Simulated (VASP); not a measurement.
A run of VASP 6.6.1 is set up as follows.

File INCAR:

```
SYSTEM = Fe
PREC = Accurate
ENCUT = 520
EDIFF = 1E-6
ISMEAR = 0
SIGMA = 0.15
LREAL = .False.
LASPH = .True.
NELM = 150
ALGO = Normal
ISIF = 2
LWAVE = .False.
LCHARG = .False.
ISPIN = 2
MAGMOM = 2.64
LORBIT = 11
LMAXMIX = 4
GGA = PS
NBANDS = 14
```

Contents of KPOINTS:

```
Automatic mesh
0
Gamma
  24 24 24
  0 0 0
```

POSCAR

```
Fe
1.0
   -1.3814400000      1.3814400000      1.3238800000
    1.3814400000     -1.3814400000      1.3238800000
    1.3814400000      1.3814400000     -1.3238800000
Fe
1
Direct
    0.0000000000      0.0000000000      0.0000000000
```

Potentials or basis: VASP PAW PBE potentials, release 64 (Fe).

Run with:

```sh
$ cat potpaw_PBE.64/Fe/POTCAR > POTCAR
$ mpirun -np 1 vasp_std > vasp.out
```

Q: Predict the net moment.

A: 1.99 μB per cell.

Q: What does it give for the site moments?

A: Fe +1.97 μB.

Stress tensor (GPa, compression positive):
```
15.39  0.00  0.00
 0.00 15.39  0.00
 0.00  0.00 23.71
```

Caveat: the cell differs from its parent crystal (strain -0.040 along x and y, -0.080 along z); the stress differs along the axes, from 15 to 24 GPa; the PAW data sets were made with another functional, which shifts forces and pressure a little.
